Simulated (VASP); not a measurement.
Input of a VASP 6.6.1 run:

Contents of INCAR:

```
PREC = Accurate ; ENCUT = 520
EDIFF = 1E-7 ; ISMEAR = 0
SIGMA = 0.15 ; LREAL = F
LASPH = T ; NELM = 60
ALGO = Fast ; ISIF = 2
LWAVE = F ; LCHARG = F
GGA = PE ; NBANDS = 12
```

File KPOINTS:

```
Automatic mesh
0
Gamma
  20 20 20
```

POSCAR

```
In
1.0
   -1.5773655000      1.5773655000      2.3997315000
    1.5773655000     -1.5773655000      2.3997315000
    1.5773655000      1.5773655000     -2.3997315000
In
1
Direct
    0.0000000000      0.0000000000      0.0000000000
```

Potentials or basis: VASP PAW PBE potentials, release 64 (In_d).

Launch:

```sh
$ cat potpaw_PBE.64/In_d/POTCAR > POTCAR
$ mpirun -np 1 vasp_std > vasp.out
```

(1) Predict the pressure.

Answers

(1) 7.2 GPa.

Caveat: the cell differs from its parent crystal (strain -0.030 along x and y, -0.030 along z).
